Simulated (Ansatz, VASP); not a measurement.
One calculation of EuOs, two programs

```
Eu Os
1.0
     3.43290    0.00000    0.00000
     0.00000    3.43290    0.00000
     0.00000    0.00000    3.43290
Eu Os
1 1
Direct
  0.00000 0.00000 0.00000
  0.50000 0.50000 0.50000
```

Alike in both runs: task single point; functional PBE; k mesh 10 × 10 × 10; occupations gaussian, width 0.05 eV; collinear spin.

|  | VASP | Ansatz |
| --- | --- | --- |
| version | VASP 6.6.1 | Ansatz 0.2.0 |
| potentials or method | VASP PAW PBE potentials, release 64 (Eu, Os), cutoff 520 eV | scalar-relativistic, plane waves, PAW |
| valence electrons in the cell | 25 | 33 |

|  | VASP | Ansatz | Ansatz less VASP |
| --- | --- | --- | --- |
| gap on the k mesh at the Fermi level (eV) | none | none | - |
| pressure (GPa) | 2.4 | 2.2 | -0.17 |
| net moment per atom (μB) | 2.91 | 2.91 | -0.003 |
| size of the moment on the site where the two differ most (μB) | 6.26 | 6.36 | +0.104 |

Site moments also hang on the region over which each program counts them. A gap of «none» marks a metal or a gap that the smearing closes. VASP's potentials hold 25 valence electrons a cell and Ansatz's 33, so a difference there can come from the potentials and not from the codes. Ansatz's warnings: given moment on shells, stability check not made.

Neither program's run includes spin-orbit coupling.
